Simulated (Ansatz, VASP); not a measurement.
## Ge in VASP and in Ansatz

File INCAR:

```
SYSTEM = Ge
ALGO = Normal
EDIFF = 1E-6
ENCUT = 500
GGA = PS
GGA_COMPAT = .False.
ISIF = 2
ISMEAR = 0
LASPH = .True.
LCHARG = .False.
LREAL = .False.
LWAVE = .False.
NBANDS = 21
NELM = 120
PREC = Accurate
SIGMA = 0.1
```

Contents of KPOINTS:

```
k-points
0
Gamma
  20 20 20
  0 0 0
```

File POSCAR:

```
Ge
1.0
    0.0000000000      2.8378807273      2.8378807273
    2.8378807273      0.0000000000      2.8378807273
    2.8378807273      2.8378807273      0.0000000000
Ge
2
Direct
    0.5000000000      0.5000000000      0.5000000000
    0.7500000000      0.7500000000      0.7500000000
```

Input for Ansatz:

```yaml
crystal:
  lattice:
    - [0.0, 2.8378807273, 2.8378807273]
    - [2.8378807273, 0.0, 2.8378807273]
    - [2.8378807273, 2.8378807273, 0.0]
  atoms:
    - { symbol: Ge, position: [0.5, 0.5, 0.5] }
    - { symbol: Ge, position: [0.75, 0.75, 0.75] }
basis:
  ecutwfc: 420
kpoints:
  mp_grid: { grid: [20, 20, 20] }
hamiltonian:
  xc: pbesol
scf:
  occupations: { method: gaussian, width: 0.1 }
output:
  forces: true
  stress: true
  eigenvalues: true
```

Alike in both runs: task single point; functional PBEsol; k mesh 20 × 20 × 20; occupations gaussian, width 0.1 eV; no spin polarisation.

|  | VASP | Ansatz |
| --- | --- | --- |
| version | VASP 6.6.1 | Ansatz 0.2.0 |
| potentials or method | VASP PAW PBE potentials, release 64 (Ge_d), cutoff 500 eV | scalar-relativistic, plane waves, PAW |
| valence electrons in the cell | 28 | 28 |

|  | VASP | Ansatz | Ansatz less VASP |
| --- | --- | --- | --- |
| gap on the k mesh at the Fermi level (eV) | none | none | - |
| pressure (GPa) | -0.5 | 0.0 | +0.48 |

VASP's potentials were made for PBE, not for PBEsol. A gap of «none» marks a metal or a gap that the smearing closes. The functional is the same, so the differences come from potentials, cutoffs and numerics.
